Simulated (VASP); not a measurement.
The system is TiAl.

```
CELL_PARAMETERS angstrom
3.15773 0.00000 0.00000
0.00000 3.15773 0.00000
0.00000 0.00000 3.15773
ATOMIC_POSITIONS crystal
Ti 0.00000 0.00000 0.00000
Al 0.50000 0.50000 0.50000
```

This cell differs from its parent crystal: volume scaled by 0.98.

Base run:

```yaml
Program: VASP 6.6.1
Functional: PBEsol
Potentials_or_basis: VASP PAW PBE potentials, release 64 (Ti_sv, Al)
Cutoff: 520 eV
k_mesh: 8 × 8 × 8
Occupations: fermi-dirac, width 0.05 eV
Spin: no spin polarisation
```

Its results: pressure -0.1 GPa.

**Question.** After a change of settings the same cell gave: pressure 3.2 GPa. Which change was it?
A. functional from PBEsol to LDA; potentials or basis from VASP PAW PBE potentials, release 64 (Ti_sv, Al) to VASP PAW LDA potentials, release 64 (Ti_sv, Al)
B. functional from PBEsol to r2SCAN
C. functional from PBEsol to PBE

**Answer.** C.

PBE binds less tightly than PBEsol, so the same cell stands under more pressure.

Caveats: the PAW data sets were made with another functional, which shifts forces and pressure a little (some runs).
